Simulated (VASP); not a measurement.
# SiC (SiC (110), 2 layers) in VASP: further runs

SiC (SiC (110), 2 layers) is run at these levels: PBE; tasks: relaxation of the atoms.

Everything below comes from runs of VASP 6.6.1. Logs are shortened: lines on timing, memory, paths and dates and some standing lists are left out, and cuts for length are marked.

## 1. The cell of the first run

The cell holds a slab with vacuum, 4 atoms: a = 3.097 Å, b = 4.380 Å, c = 17.549 Å, α = 90.00°, β = 90.00°, γ = 90.00°.

## 2. Relaxation of the atoms, PBE

INCAR reads:

```
PREC = Accurate
ENCUT = 520
EDIFF = 1E-7
ISMEAR = -1
SIGMA = 0.02
LREAL = F
LASPH = T
NELM = 100
ALGO = Normal
ISIF = 2
LWAVE = F
LCHARG = F
LDIPOL = T
IDIPOL = 3
DIPOL = 0.5 0.5 0.500
GGA = PE
IBRION = 2
NSW = 32
EDIFFG = -0.01
```

KPOINTS reads:

```
regular mesh
0
Gamma
  8 6 1
```

POSCAR reads:

```
SiC
1.0
    3.0969261060      0.0000000000      0.0000000000
    0.0000000000      4.3797149007      0.0000000000
    0.0000000000      0.0000000000     17.5485000000
Si C
2 2
Direct
    0.0000000000      0.8359263770      0.4837916316
    0.5000000000      0.3359261732      0.5162083531
    0.5000000000      0.6640739012      0.4581395296
    0.0000000000      0.1640735486      0.5418604856
```

Potentials or basis: VASP PAW PBE potentials, release 64 (Si, C).

Launch:

```bash
cat potpaw_PBE.64/Si/POTCAR potpaw_PBE.64/C/POTCAR > POTCAR
mpirun -np 1 vasp_std > vasp.out
```

OUTCAR:

```text
PREC = Accurate
   ENCUT = 520
   EDIFF = 1E-7
   ISMEAR = -1
   LREAL = F
   LASPH = T
   NELM = 100
   ISIF = 2
   GGA = PE
   IBRION = 2
   NSW = 32
   EDIFFG = -0.01

 ion  position               nearest neighbor table
   1  0.000  0.836  0.484-   4 1.76   3 1.78   3 1.78   2 2.74   2 2.74   2 2.74   2 2.74
   2  0.500  0.336  0.516-   3 1.76   4 1.78   4 1.78   1 2.74   1 2.74   1 2.74   1 2.74
   3  0.500  0.664  0.458-   2 1.76   1 1.78   1 1.78
   4  0.000  0.164  0.542-   1 1.76   2 1.78   2 1.78

  LATTYP: Found a simple orthorhombic cell.
 ALAT       =     3.0969261060
 B/A-ratio  =     1.4142135623
 C/A-ratio  =     5.6664251582

  Lattice vectors:

 A1 = (   3.0969261060,   0.0000000000,   0.0000000000)
 A2 = (   0.0000000000,   4.3797149007,   0.0000000000)
 A3 = (   0.0000000000,   0.0000000000,  17.5485000000)

Analysis of symmetry for initial positions (statically):
=====================================================================
 Subroutine PRICEL returns:
 Original cell was already a primitive cell.

 Routine SETGRP: Setting up the symmetry group for a
 simple orthorhombic supercell.

 Subroutine GETGRP returns: Found  4 space group operations
 (whereof  2 operations were pure point group operations)
 out of a pool of  8 trial point group operations.

The static configuration has the point symmetry C_1h.
 The point group associated with its full space group is C_2v.

Analysis of symmetry for dynamics (positions and initial velocities):
=====================================================================
 Subroutine PRICEL returns:
 Original cell was already a primitive cell.

 Routine SETGRP: Setting up the symmetry group for a
 simple orthorhombic supercell.

 Subroutine GETGRP returns: Found  4 space group operations
 (whereof  2 operations were pure point group operations)
 out of a pool of  8 trial point group operations.

The dynamic configuration has the point symmetry C_1h.
 The point group associated with its full space group is C_2v.

 Subroutine INISYM returns: Found  4 space group operations
 (whereof  2 operations are pure point group operations),
 and found     1 'primitive' translations

----------------------------------------------------------------------------------------

                                     Primitive cell

  volume of cell :     238.0218

  direct lattice vectors                    reciprocal lattice vectors
     3.096926106  0.000000000  0.000000000     0.322900827  0.000000000  0.000000000
     0.000000000  4.379714901  0.000000000     0.000000000  0.228325364  0.000000000
[... 107 lines left out ...]
  Thomas-Fermi vector in A             =   1.739703
   LORBIT       =      0    0 simple, 1 ext, 2 COOP (PROOUT), +10 PAW based schemes
   GGA     = PE    functional components
   LHFCALC =     F    Hartree Fock is set to
   AEXX    =    0.0000 exact exchange contribution
   IVDW    =     0    specifies the selected vdW correction
   LEPSILON=     F    determine dielectric tensor
   LRPA    =     F    only Hartree local field effects (RPA)
 conjugate gradient relaxation of ions
 non-spin polarized calculation
  energy-cutoff  :      520.00
  volume of cell :      238.02
 maximum number of plane-waves:      6476
 NGX is ok and might be reduce to    24
   NGX = 11   NGY = 17   NGZ = 65

 number of electron      15.9999998 magnetization

 dipolmoment           0.000000      0.000000      0.000000 electrons x Angstroem

 Free energy of the ion-electron system (eV)
  ---------------------------------------------------
  ext. energy  EPLUGINS =         0.00000000
  ---------------------------------------------------
  free energy    TOTEN  =       -26.70101041 eV

  energy without entropy =      -26.70101041  energy(sigma->0) =      -26.70101041

 E-fermi :  -3.1869     XC(G=0):  -2.8232

 val. band max:       -3.6454666665   @ k =   0.1250   0.3333   0.0000
 cond. band min:      -1.2270381576   @ k =   0.5000   0.0000   0.0000
 fundamental gap:      2.4184285089
 Fermi energy:        -3.1868985820

 k-point     1 :       0.0000    0.0000    0.0000
  band No.  band energies     occupation
      1     -17.9388      2.00000
      2     -14.1040      2.00000
      3     -10.0935      2.00000
      4      -7.0305      2.00000
      5      -6.7358      2.00000
      6      -5.8009      2.00000
      7      -4.7096      2.00000
      8      -4.0395      2.00000
      9      -0.8184      0.00000
     10      -0.4240      0.00000
     11       2.0819      0.00000
     12       2.3356      0.00000
[... 271 lines left out ...]
 k-point    20 :       0.5000    0.5000    0.0000
  band No.  band energies     occupation
      1     -14.5842      2.00000
      2     -14.5842      2.00000
      3     -11.5024      2.00000
      4     -11.5024      2.00000
      5      -5.9817      2.00000
      6      -5.9817      2.00000
      7      -4.7311      2.00000
      8      -4.7310      2.00000
      9       0.2497      0.00000
     10       0.2497      0.00000
     11       2.5258      0.00000
     12       2.5258      0.00000

------------------------ aborting loop because EDIFF is reached ----------------------------------------

 vacuum level on the upper side and lower side of the slab       (xc-potential included)        -0.049        -0.049

  FORCE on cell =-STRESS in cart. coord.  units (eV):
  Direction    XX          YY          ZZ          XY          YZ          ZX
  --------------------------------------------------------------------------------------
  -------------------------------------------------------------------------------------
  Total        3.1031206      6.5251714     -0.0169669      0.0000000      0.0000000      0.0000000
  in kB       20.8877926     43.9223754     -0.1142078      0.0000000      0.0000000      0.0000000
  external PRESSURE =      21.5653201 kB  Pullay stress =       0.0000000 kB

 VOLUME and BASIS-vectors are now :
 -----------------------------------------------------------------------------
  energy-cutoff  :      520.00
  volume of cell :      238.02
      direct lattice vectors                 reciprocal lattice vectors
     3.096926106  0.000000000  0.000000000     0.322900827  0.000000000  0.000000000
     0.000000000  4.379714901  0.000000000     0.000000000  0.228325364  0.000000000
     0.000000000  0.000000000 17.548500000     0.000000000  0.000000000  0.056984927

 POSITION                                       TOTAL-FORCE (eV/Angst)
 -----------------------------------------------------------------------------------
      0.00000      3.66112      8.48982         0.000000     -0.005525     -0.000512
      1.54846      1.47126      9.05868         0.000000     -0.005525      0.000512
      1.54846      2.90845      8.03966         0.000000      0.005525      0.002242
      0.00000      0.71860      9.50884         0.000000      0.005525     -0.002242
 -----------------------------------------------------------------------------------
    total drift:                                0.000000     -0.000159      0.000013

  FREE ENERGIE OF THE ION-ELECTRON SYSTEM (eV)
  ---------------------------------------------------
  free  energy   TOTEN  =       -26.7010104111 eV

  energy  without entropy=      -26.7010104111  energy(sigma->0) =      -26.70101041

 reached required accuracy - stopping structural energy minimisation

 vacuum level on the upper side and lower side of the slab         2.402         2.402
```

OSZICAR:

```text
N       E                     dE             d eps       ncg     rms          rms(c)
DAV:   1     0.122397581329E+03    0.12240E+03   -0.52888E+03   480   0.936E+02
DAV:   2    -0.128827794463E+02   -0.13528E+03   -0.12720E+03   884   0.182E+02
DAV:   3    -0.312654789748E+02   -0.18383E+02   -0.18123E+02   588   0.833E+01
[... 16 lines left out ...]
DAV:  20    -0.267010079409E+02   -0.13842E-04   -0.85719E-07   540   0.399E-03    0.648E-04
DAV:  21    -0.267010094696E+02   -0.15287E-05   -0.66180E-08   508   0.126E-03    0.221E-04
DAV:  22    -0.267010102322E+02   -0.76258E-06   -0.25706E-08   356   0.760E-04    0.680E-05
DAV:  23    -0.267010103845E+02   -0.15229E-06   -0.11438E-08   404   0.439E-04    0.398E-05
DAV:  24    -0.267010104111E+02   -0.26669E-07   -0.32826E-09   356   0.231E-04
   1 F= -.26701010E+02 E0= -.26701010E+02  d E =-.267010E+02
```

It took 43 s on 1 thread of Intel Xeon 6975P-C (Granite Rapids), shared host; peak memory 0.36 GiB.

Results:

| Item | Value |
| --- | --- |
| Free energy | -26.7010 eV |
| Largest force after relaxing | 0.006 eV/Å |
| Band gap on the k mesh | 2.42 eV, indirect (least direct gap 2.65 eV) |

Forces on the atoms (eV/Å):
```
Si   0.000 -0.006 -0.001
Si   0.000 -0.006  0.001
C    0.000  0.006  0.002
C    0.000  0.006 -0.002
```

Final structure:
```
Si C
1.0
     3.09693    0.00000    0.00000
     0.00000    4.37971    0.00000
     0.00000    0.00000   17.54850
Si C
2 2
Direct
  0.00000 0.83593 0.48379
  0.50000 0.33593 0.51621
  0.50000 0.66407 0.45814
  0.00000 0.16407 0.54186
```

Levels at points of the mesh, in eV from the valence-band top:
| k point | band 4 | band 5 | band 6 | band 7 | band 8 | band 9 | band 10 | band 11 | band 12 |
| --- | --- | --- | --- | --- | --- | --- | --- | --- | --- |
| (0.00, 0.00, 0.00) | -3.38 | -3.09 | -2.16 | -1.06 | -0.39 | 2.83 | 3.22 | 5.73 | 5.98 |
| (0.50, 0.00, 0.00) | -6.32 | -3.48 | -3.48 | -0.69 | -0.69 | 2.42 | 2.42 | 5.79 | 5.79 |
| (0.00, 0.50, 0.00) | -4.80 | -2.19 | -2.19 | -0.57 | -0.57 | 4.16 | 4.16 | 5.38 | 5.38 |
| (0.50, 0.50, 0.00) | -7.86 | -2.34 | -2.34 | -1.09 | -1.09 | 3.90 | 3.90 | 6.17 | 6.17 |

Caveat: the relaxation stopped at its first step, so nothing moved.

## 3. Relaxation of the atoms, PBE

INCAR reads:

```
  ALGO = Normal
  DIPOL = 0.5 0.5 0.500
  EDIFF = 1E-7
  EDIFFG = -0.01
  ENCUT = 520
  GGA = PE
  IBRION = 2
  IDIPOL = 3
  ISIF = 2
  ISMEAR = -1
  LASPH = T
  LCHARG = F
  LDIPOL = T
  LREAL = F
  LWAVE = F
  NELM = 80
  NSW = 60
  PREC = Accurate
  SIGMA = 0.02
```

KPOINTS reads:

```
k-points
0
Gamma
  8 6 1
```

POSCAR reads:

```
SiC
1.0
    3.0969261060      0.0000000000      0.0000000000
    0.0000000000      4.3797149007      0.0000000000
    0.0000000000      0.0000000000     17.5485000000
Si C
2 2
Direct
    0.0000000000      0.8750000000      0.4558804726
    0.5000000000      0.3750000000      0.5441195274
    0.5000000000      0.6250000000      0.4558804726
    0.0000000000      0.1250000000      0.5441195274
```

Potentials or basis: VASP PAW PBE potentials, release 64 (Si, C).

Launch:

```bash
cat potpaw_PBE.64/Si/POTCAR potpaw_PBE.64/C/POTCAR > POTCAR
mpirun -np 1 vasp_std > vasp.out
```

Run time: 7.9 min. Hardware: 1 thread of Intel Xeon Platinum 8259CL at 2.50GHz (Skylake/Cascade Lake), shared host; peak memory 0.37 GiB.

It converged, with:

- Free energy: -26.7010 eV
- Energy gained by relaxing: 450.9 meV/atom
- Ionic steps: 14
- Largest force after relaxing: 0.009 eV/Å
- Band gap on the k mesh: 2.42 eV, indirect (least direct gap 2.66 eV)

Forces on the atoms (eV/Å):
```
Si   0.000 -0.002 -0.008
Si   0.000 -0.002  0.008
C    0.000  0.002  0.003
C    0.000  0.002 -0.003
```

The path:
| step | energy change (eV) | largest force (eV/Å) | pressure (GPa) |
| --- | --- | --- | --- |
| 1 | 0.0000 | 2.8072 | -2.02 |
| 2 | -0.8254 | 2.3804 | -0.68 |
| 3 | -1.2598 | 2.7295 | 1.23 |
| 4 | -1.7262 | 1.1249 | 1.93 |
| 5 | -1.7935 | 0.3226 | 2.42 |
| 6 | -1.7934 | 0.3776 | 2.45 |
| 7 | -1.8016 | 0.1624 | 2.38 |
| 8 | -1.8028 | 0.0919 | 2.33 |
| 9 | -1.8034 | 0.0571 | 2.28 |
| 10 | -1.8035 | 0.0630 | 2.24 |
| 11 | -1.8036 | 0.0277 | 2.16 |
| 12 | -1.8036 | 0.0229 | 2.18 |
| 13 | -1.8037 | 0.0192 | 2.18 |
| 14 | -1.8038 | 0.0085 | 2.16 |

Final structure:
```yaml
crystal:
  lattice:
    - [3.09693, 0.00000, 0.00000]
    - [0.00000, 4.37971, 0.00000]
    - [0.00000, 0.00000, 17.54850]
  atoms:
    - { symbol: Si, position: [0.00000, 0.83580, 0.48388] }
    - { symbol: Si, position: [0.50000, 0.33580, 0.51612] }
    - { symbol: C, position: [0.50000, 0.66420, 0.45815] }
    - { symbol: C, position: [0.00000, 0.16420, 0.54185] }
```

Levels at points of the mesh, in eV from the valence-band top:
```
           k point  band 5  band 6  band 7  band 8  band 9  band 10  band 11  band 12
(0.00, 0.00, 0.00)   -3.09   -2.15   -1.06   -0.40    2.82     3.23     5.72     5.97
(0.50, 0.00, 0.00)   -3.48   -3.48   -0.69   -0.69    2.42     2.42     5.80     5.80
(0.00, 0.50, 0.00)   -2.19   -2.19   -0.58   -0.58    4.17     4.17     5.38     5.38
(0.50, 0.50, 0.00)   -2.33   -2.33   -1.08   -1.08    3.90     3.90     6.17     6.17
```
